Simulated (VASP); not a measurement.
# PbF2 (Fm-3m) in VASP: further runs, part 2 of 2

VASP 6.6.1. The steps go on from the part before.

### 3 Phonons, PBE+D3(BJ) (phonons at volume x 1.02)

Contents of INCAR:

```
SYSTEM = PbF2
PREC     = Accurate       ! precision mode
ENCUT    = 520            ! plane-wave cutoff, eV
EDIFF    = 1E-8           ! SCF threshold, eV
ISMEAR   = 0              ! smearing method
SIGMA    = 0.01           ! smearing width, eV
LREAL    = .FALSE.        ! projectors in reciprocal space
LASPH    = .TRUE.         ! aspherical terms in the spheres
NELM     = 80             ! most SCF steps
ALGO     = Normal         ! electronic algorithm
ISIF     = 2              ! what is computed and relaxed
LWAVE    = .FALSE.        ! write WAVECAR
LCHARG   = .FALSE.        ! write CHGCAR
GGA      = PE             ! functional
IVDW     = 12             ! dispersion correction
IBRION   = 6              ! ionic algorithm
NFREE    = 2            
POTIM    = 0.015          ! step
NSW      = 1              ! ionic steps
```

Contents of KPOINTS:

```
Automatic mesh
0
G
  8 8 8
  0 0 0
```

Contents of POSCAR:

```
PbF2
1.0
    0.0000000000      3.0009364209      3.0009364209
    3.0009364209      0.0000000000      3.0009364209
    3.0009364209      3.0009364209      0.0000000000
Pb F
1 2
Direct
    0.0000000000      0.0000000000      0.0000000000
    0.2500000000      0.2500000000      0.2500000000
    0.7500000000      0.7500000000      0.7500000000
```

Potentials or basis: VASP PAW PBE potentials, release 64 (Pb_d, F).

Launch:

```console
$ cat potpaw_PBE.64/Pb_d/POTCAR potpaw_PBE.64/F/POTCAR > POTCAR
$ mpirun -np 1 vasp_std > vasp.out
```

OUTCAR:

```text
SYSTEM = PbF2
   PREC = Accurate
   ENCUT = 520
   EDIFF = 1E-8
   ISMEAR = 0
   LREAL = .FALSE.
   LASPH = .TRUE.
   NELM = 80
   ISIF = 2
   GGA = PE
   IVDW = 12
   IBRION = 6
   NFREE = 2
   POTIM = 0.015
   NSW = 1
 IVDW          = 12

 ion  position               nearest neighbor table
   1  0.000  0.000  0.000-   3 2.60   3 2.60   3 2.60   2 2.60   2 2.60   2 2.60   3 2.60   2 2.60

   2  0.250  0.250  0.250-   1 2.60   1 2.60   1 2.60   1 2.60
   3  0.750  0.750  0.750-   1 2.60   1 2.60   1 2.60   1 2.60

  LATTYP: Found a face centered cubic cell.
 ALAT       =     6.0018728418

  Lattice vectors:

 A1 = (   0.0000000000,   3.0009364209,   3.0009364209)
 A2 = (   3.0009364209,   0.0000000000,   3.0009364209)
 A3 = (   3.0009364209,   3.0009364209,   0.0000000000)

Analysis of symmetry for initial positions (statically):
=====================================================================
 Subroutine PRICEL returns:
 Original cell was already a primitive cell.

 Routine SETGRP: Setting up the symmetry group for a
 face centered cubic supercell.

 Subroutine GETGRP returns: Found 48 space group operations
 (whereof 48 operations were pure point group operations)
 out of a pool of 48 trial point group operations.

The static configuration has the point symmetry O_h .

Analysis of symmetry for dynamics (positions and initial velocities):
=====================================================================
 Subroutine PRICEL returns:
 Original cell was already a primitive cell.

 Routine SETGRP: Setting up the symmetry group for a
 face centered cubic supercell.

 Subroutine GETGRP returns: Found 48 space group operations
 (whereof 48 operations were pure point group operations)
 out of a pool of 48 trial point group operations.

The dynamic configuration has the point symmetry O_h .

 Subroutine INISYM returns: Found 48 space group operations
 (whereof 48 operations are pure point group operations),
 and found     1 'primitive' translations

----------------------------------------------------------------------------------------

                                     Primitive cell

  volume of cell :      54.0506

  direct lattice vectors                    reciprocal lattice vectors
     0.000000000  3.000936421  3.000936421    -0.166614660  0.166614660  0.166614660
     3.000936421  0.000000000  3.000936421     0.166614660 -0.166614660  0.166614660
     3.000936421  3.000936421  0.000000000     0.166614660  0.166614660 -0.166614660

  length of vectors
     4.243964986  4.243964986  4.243964986     0.288585056  0.288585056  0.288585056

  position of ions in fractional coordinates (direct lattice)
     0.000000000  0.000000000  0.000000000
     0.250000000  0.250000000  0.250000000
     0.750000000  0.750000000  0.750000000

  ion indices of the primitive-cell ions
   primitive index   ion index
                 1           1
                 2           2
                 3           3

[... 77 lines left out ...]
   ISIF   =      2    stress and relaxation
   ISYM   =      2    0-nonsym 1-usesym 2-fastsym
   POTIM  = 0.0150    time-step for ionic-motion
   TEBEG  =    0.0;   TEEND  =   0.0 temperature during run
   PSTRESS=    0.0 pullay stress
   NELECT =      28.0000    total number of electrons
   NUPDOWN=      -1.0000    fix difference up-down
   EMIN   =  10.00;   EMAX   =-10.00  energy-range for DOS
   EFERMI =   0.00;   METHOD = LEGACY
   ISMEAR =     0;   SIGMA  =   0.01  broadening in eV -4-tet -1-fermi 0-gaus
   EFERMI_NEDOS =   21; number of points for ismear=-14 and -15
   IALGO  =     38    algorithm
   IMIX   =      4    mixing-type and parameters
     AMIX     =   0.40;   BMIX     =  1.00
     AMIX_MAG =   1.60;   BMIX_MAG =  1.00
  volume/ion in A,a.u.               =      18.02       121.58
  Fermi-wavevector in a.u.,A,eV,Ry     =   1.314803  2.484618 23.520489  1.728707
  Thomas-Fermi vector in A             =   2.445030
   LORBIT       =      0    0 simple, 1 ext, 2 COOP (PROOUT), +10 PAW based schemes
   GGA     = PE    functional components
   LHFCALC =     F    Hartree Fock is set to
   AEXX    =    0.0000 exact exchange contribution
   IVDW    =    12    specifies the selected vdW correction
   LEPSILON=     F    determine dielectric tensor
   LRPA    =     F    only Hartree local field effects (RPA)
 finite differences with symmetry
 non-spin polarized calculation
 Gauss-broadening in eV      SIGMA  =   0.01
  energy-cutoff  :      520.00
  volume of cell :       54.05
 maximum number of plane-waves:      1475
   NGX = 15   NGY = 15   NGZ = 15

--------------------------------------- Ionic step        1  -------------------------------------------

 number of electron      28.0000030 magnetization

 Free energy of the ion-electron system (eV)
  ---------------------------------------------------
  ext. energy  EPLUGINS =         0.00000000
  ---------------------------------------------------
  free energy    TOTEN  =       -14.35093476 eV

  energy without entropy =      -14.35093476  energy(sigma->0) =      -14.35093476

------------------------ aborting loop because EDIFF is reached ----------------------------------------

 Edisp (eV)   -0.44386

 E8    (eV) :    -0.1915
[... 155 lines left out ...]
--------------------------------------- Ionic step        5  -------------------------------------------

 number of electron      28.0000023 magnetization

 Free energy of the ion-electron system (eV)
  ---------------------------------------------------
  ext. energy  EPLUGINS =         0.00000000
  ---------------------------------------------------
  free energy    TOTEN  =       -14.35067484 eV

  energy without entropy =      -14.35067484  energy(sigma->0) =      -14.35067484

 E-fermi :   1.5099     XC(G=0):  -9.2207

 val. band max:        1.4427269760   @ k =   0.5000   0.0000   0.0000
 cond. band min:       5.8565971720   @ k =   0.5000   0.5000   0.0000
 fundamental gap:      4.4138701960
 Fermi energy:         1.5098808608

 k-point     1 :       0.0000    0.0000    0.0000
  band No.  band energies     occupation
      1     -19.3614      2.00000
      2     -18.8046      2.00000
      3     -12.9636      2.00000
      4     -12.9626      2.00000
      5     -12.9617      2.00000
      6     -12.9208      2.00000
[... 481 lines left out ...]
      5     -12.8973      2.00000
      6     -12.8683      2.00000
[... 10 lines left out ...]
     17       9.0357      0.00000
     18      12.3811      0.00000

 [... further k-points ...]

------------------------ aborting loop because EDIFF is reached ----------------------------------------

 Edisp (eV)   -0.44386

 E8    (eV) :    -0.1915
[... 26 lines left out ...]
  FREE ENERGIE OF THE ION-ELECTRON SYSTEM (eV)
  ---------------------------------------------------
  free  energy   TOTEN  =       -14.7945313215 eV

  energy  without entropy=      -14.7945313215  energy(sigma->0) =      -14.79453132

 INTERNAL STRAIN TENSORS FROM DISPLACED ATOMS
 ============================================

 INTERNAL STRAIN TENSOR FOR ION    1 for displacements in x,y,z  (eV/Angst):
          X           Y           Z          XY          YZ          ZX
  --------------------------------------------------------------------------------
  x     0.00000     0.00000     0.00000     0.00000     0.00000     0.00000
  y     0.00000     0.00000     0.00000     0.00000     0.00000     0.00000
  z     0.00000     0.00000     0.00000     0.00000     0.00000     0.00000

 INTERNAL STRAIN TENSOR FOR ION    3 for displacements in x,y,z  (eV/Angst):
          X           Y           Z          XY          YZ          ZX
  --------------------------------------------------------------------------------
  x    -0.00000    -0.00000    -0.00000     0.00000     2.13821     0.00000
  y    -0.00000    -0.00000    -0.00000     0.00000     0.00000     2.13821
  z    -0.00000    -0.00000    -0.00000     2.13821     0.00000     0.00000

 Eigenvectors and eigenvalues of the dynamical matrix
 ----------------------------------------------------

   1 f  =    7.159981 THz    44.987490 2PiTHz  238.831275 cm-1    29.611291 meV
             X         Y         Z           dx          dy          dz
      0.000000  0.000000  0.000000     0.000000    0.000000   -0.000000
      1.500468  1.500468  1.500468     0.706100   -0.037720    0.000000
      4.501405  4.501405  4.501405    -0.706100    0.037720    0.000000
[... 43 lines left out ...]
   9 f/i=    0.011880 THz     0.074643 2PiTHz    0.396267 cm-1     0.049131 meV
             X         Y         Z           dx          dy          dz
      0.000000  0.000000  0.000000     0.018899   -0.015049   -0.920547
      1.500468  1.500468  1.500468     0.005658   -0.004505   -0.275594
      4.501405  4.501405  4.501405     0.005658   -0.004505   -0.275594

 ELASTIC MODULI CONTR FROM IONIC RELAXATION (kBar)
 Direction    XX          YY          ZZ          XY          YZ          ZX
 --------------------------------------------------------------------------------
 XX          -0.0000     -0.0000     -0.0000      0.0000      0.0000      0.0000
 YY          -0.0000     -0.0000     -0.0000      0.0000      0.0000      0.0000
 ZZ          -0.0000     -0.0000     -0.0000      0.0000      0.0000      0.0000
 XY           0.0000      0.0000      0.0000    -68.0161     -0.0000     -0.0000
 YZ           0.0000      0.0000      0.0000     -0.0000    -68.0161      0.0000
 ZX           0.0000      0.0000      0.0000     -0.0000      0.0000    -68.0161
 --------------------------------------------------------------------------------
```

Run time: 3.3 min. Hardware: 1 thread of Intel Xeon Platinum 8259CL at 2.50GHz (Skylake/Cascade Lake), shared host; peak memory 0.29 GiB.

Results:

```yaml
Highest_phonon_frequency_at_Γ_LO-TO_splitting_left_out: 239 cm⁻¹
Dispersion_energy_per_atom: -0.148 eV
```

Phonon frequencies in cm⁻¹ (negative: imaginary):
```csv
q point,frequencies
"(0.000, 0.000, 0.000)",0 0 0 97 97 97 239 239 239
```

Caveat: the cell differs from its parent crystal (phonons at volume x 1.02); the cell wasn't relaxed at this level first, which shifts response properties; spin-orbit coupling is left out, which moves the levels of the heavy elements.
